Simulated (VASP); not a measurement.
Input of a VASP 6.6.1 run:

File INCAR:

```
PREC = Accurate
ENCUT = 420
EDIFF = 1E-6
ISMEAR = 0
SIGMA = 0.03
LREAL = False
LASPH = True
NELM = 120
ALGO = Normal
ISIF = 2
LWAVE = False
LCHARG = False
LDIPOL = True
IDIPOL = 3
DIPOL = 0.5 0.5 0.500
GGA = PE
IVDW = 12
NBANDS = 11
GGA_COMPAT = False
NELMDL = -8
```

Contents of KPOINTS:

```
regular mesh
0
Gamma
  12 12 1
```

The input POSCAR:

```
BAs
1.0
    3.3800000000      0.0000000000      0.0000000000
   -1.6900000000      2.9271658648      0.0000000000
    0.0000000000      0.0000000000     14.0000000000
B As
1 1
Direct
    0.3333330000      0.6666670000      0.5000000000
    0.6666670000      0.3333330000      0.5000000000
```

Potentials or basis: VASP PAW PBE potentials, release 64 (B, As).

Launch:

```console
$ cat potpaw_PBE.64/B/POTCAR potpaw_PBE.64/As/POTCAR > POTCAR
$ mpirun -np 1 vasp_std > vasp.out
```

What does it give for the dispersion energy per atom?

-0.131 eV.

What does it give for the band gap on the k mesh?

0.75 eV.
